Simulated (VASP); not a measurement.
GaN:

```
Ga N
1.0
     0.00000    2.20750    2.20750
     2.20750    0.00000    2.20750
     2.20750    2.20750    0.00000
Ga N
1 1
Direct
  0.00000 0.00000 0.00000
  0.25000 0.25000 0.25000
```

Program: VASP 6.6.1. Alike in all runs: task single point; potentials or basis VASP PAW PBE potentials, release 64 (Ga_d, N); no spin polarisation; cell as given; cutoff (eV) 520; smearing fermi-dirac 0.05 eV.

Problem. Order these runs on this cell by their band gap on the k mesh, lowest first.
A. level B3LYP5; k mesh 5 × 5 × 5; grid for exact exchange (PRECFOCK) Normal
B. level r2SCAN+rVV10; k mesh 10 × 10 × 10
C. level PBEsol-based global hybrid; k mesh 5 × 5 × 5; grid for exact exchange (PRECFOCK) Normal; share of exact exchange 0.25
D. level PBE; k mesh 10 × 10 × 10
E. level BHLYP; k mesh 5 × 5 × 5; grid for exact exchange (PRECFOCK) Normal

Solution. D (2.12 eV), B (2.50 eV), A (3.90 eV), C (4.16 eV), E (6.54 eV).

Caveats: some runs use coarse meshes.
